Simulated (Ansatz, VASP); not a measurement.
**BaO in VASP and in Ansatz**

```xyz
2
Lattice="0.0000 2.7500 2.7500 2.7500 0.0000 2.7500 2.7500 2.7500 0.0000" Properties=species:S:1:pos:R:3 pbc="T T T"
Ba    0.0000    0.0000    0.0000
O     2.7500    2.7500    2.7500
```

Alike in both runs: task single point; functional PBE; dispersion D3(BJ); k mesh 8 × 8 × 8; no spin polarisation.

|  | VASP | Ansatz |
| --- | --- | --- |
| version | VASP 6.6.1 | Ansatz 0.2.0 |
| potentials or method | VASP PAW PBE potentials, release 64 (Ba_sv, O_h), cutoff 1340 eV | plane waves, PAW |
| occupations | gaussian, width 0.01 eV | fixed |
| valence electrons in the cell | 16 | 16 |

Ansatz gave:

```
pressure (GPa) : 1.2
```

Task: Which values does VASP return?

Result: Pressure (GPa): 3.0.

Neither program's run includes spin-orbit coupling.
